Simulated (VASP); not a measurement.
A run of VASP 6.6.1 is set up as follows.

Contents of INCAR:

```
PREC = Accurate ; ENCUT = 520
EDIFF = 1E-8 ; ISMEAR = -1
SIGMA = 0.01 ; LREAL = F
LASPH = T ; NELM = 80
ALGO = Normal ; ISIF = 2
LWAVE = F ; LCHARG = F
GGA = PS ; LEFG = T
NBANDS = 27
```

KPOINTS

```
regular mesh
0
Gamma
  6 6 6
```

The input POSCAR:

```
Se
1.0
    5.6809998619      3.2799267995      1.5058566000
   -5.6809998619      3.2799267995      1.5058566000
    0.0000000000     -6.5598535991      1.5058566000
Se
6
Direct
    0.2806600000      0.1625100000      0.9181800000
    0.9181800000      0.2806600000      0.1625100000
    0.1625100000      0.9181800000      0.2806600000
    0.7193400000      0.8374900000      0.0818200000
    0.0818200000      0.7193400000      0.8374900000
    0.8374900000      0.0818200000      0.7193400000
```

Potentials or basis: VASP PAW PBE potentials, release 64 (Se).

Launch:

```sh
$ cat potpaw_PBE.64/Se/POTCAR > POTCAR
$ mpirun -np 1 vasp_std > vasp.out
```

Q: Predict the largest force.

A: 0.265 eV/Å.

Q: What does it give for the band gap on the k mesh?

A: 1.22 eV (least direct gap 1.45 eV).

Stress tensor (GPa, compression positive):
```
-0.41  0.00  0.00
 0.00 -0.41  0.00
 0.00  0.00 -0.24
```

Caveat: the cell differs from its parent crystal (zz strain of +2 %); this functional lacks dispersion, which holds the molecules together, so the pressure and a relaxed volume are unreliable; without QUAD_EFG the Cq values of the log hold for a quadrupole moment of 1 mb, not for the nuclei; the PAW data sets were made with another functional, which shifts forces and pressure a little. A k mesh can miss the band edges.
